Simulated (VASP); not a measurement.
Runs of VASP 6.6.1 on Ag. The structure is that of space group Fm-3m (No. 225), or close to it. The cells are those of the table. 

```tsv
cell	gap on the mesh (eV)	pressure (GPa)
a = 2.904, b = 2.889 Å, angles 60.2, 59.7, 60.2°, 1 atom	none	0.5
a = 2.911, b = 2.889 Å, angles 60.2, 59.5, 60.2°, 1 atom	none	0.0
a = 2.915, b = 2.889 Å, angles 60.3, 59.4, 60.3°, 1 atom	none	-0.3
a = 2.861, b = 2.889 Å, angles 59.7, 60.7, 59.7°, 1 atom	none	(b)
a = 2.897, b = 2.889 Å, angles 60.1, 59.8, 60.1°, 1 atom	none	(a)
```

Alike in all rows: task single point; level r2SCAN; potentials or basis VASP PAW PBE potentials, release 64 (Ag); no spin polarisation; k mesh 20 × 20 × 20; cutoff (eV) 520; smearing gaussian 0.15 eV.

Estimate the missing entries.

(a) 1.0; (b) 4.0.

Caveats: the PAW data sets were made with another functional, which shifts forces and pressure a little; the cell stands under pressure (at least some runs).

A k mesh can miss the band edges, and the runs leave out spin-orbit coupling on Ag.

A gap of «none» marks levels without a gap at the run's occupations.
